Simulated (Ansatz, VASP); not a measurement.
## One calculation of Cu, two programs

Contents of INCAR:

```
SYSTEM = Cu
ALGO = Fast
EDIFF = 1E-7
EDIFFG = -0.01
ENCUT = 600
GGA = PS
IBRION = 2
ISIF = 3
ISMEAR = 0
LASPH = .TRUE.
LCHARG = .FALSE.
LREAL = .FALSE.
LWAVE = .FALSE.
NELM = 60
NSW = 80
PREC = Accurate
SIGMA = 0.1
```

The input KPOINTS:

```
k-points
0
G
  18 18 10
  0 0 0
```

POSCAR

```
Cu
1.0
    2.5232603330      0.0000000000      0.0000000000
   -1.2616301665      2.1852075487      0.0000000000
    0.0000000000      0.0000000000      4.1116910677
Cu
2
Direct
    0.3333333333      0.6666666667      0.2500000000
    0.6666666667      0.3333333333      0.7500000000
```

Input for Ansatz:

```yaml
crystal:
  lattice:
    - [2.5232603359, 0.0, 0.0]
    - [-1.2616301679, 2.1852075513, 0.0]
    - [0.0, 0.0, 4.1116910574]
  atoms:
    - { symbol: Cu, position: [0.3333333333, 0.6666666667, 0.25] }
    - { symbol: Cu, position: [0.6666666667, 0.3333333333, 0.75] }
basis:
  ecutwfc: 420
kpoints:
  mp_grid: { grid: [18, 18, 10] }
hamiltonian:
  xc: pbesol
scf:
  occupations: { method: gaussian, width: 0.1 }
output:
  forces: true
  stress: true
  eigenvalues: true
  write_density: true
  write_potential: true
  elf: true
  volumetric_format: npy
relax:
  adjacent_minimum: "off"
  f_tol: 0.01
  max_steps: 60
  cell: { stress_tol: 0.1 }
```

Alike in both runs: task relaxation of cell and atoms; functional PBEsol; k mesh 18 × 18 × 10; occupations gaussian, width 0.1 eV; no spin polarisation.

|  | VASP | Ansatz |
| --- | --- | --- |
| version | VASP 6.6.1 | Ansatz 0.2.0 |
| potentials or method | VASP PAW PBE potentials, release 64 (Cu), cutoff 600 eV | scalar-relativistic, plane waves, PAW |
| valence electrons in the cell | 22 | 38 |

```tsv
	VASP	Ansatz	Ansatz less VASP
gap on the k mesh at the Fermi level, each at its own relaxed structure (eV)	none	none	-
relaxed volume (Å³/atom)	11.38	11.33	-0.056
relaxed cell length with the largest relative difference (Å)	2.525	2.521	-0.0043
```

VASP's potentials were made for PBE, not for PBEsol. A gap of «none» marks a metal or a gap that the smearing closes. VASP's potentials hold 22 valence electrons a cell and Ansatz's 38, so a difference there can come from the potentials and not from the codes.
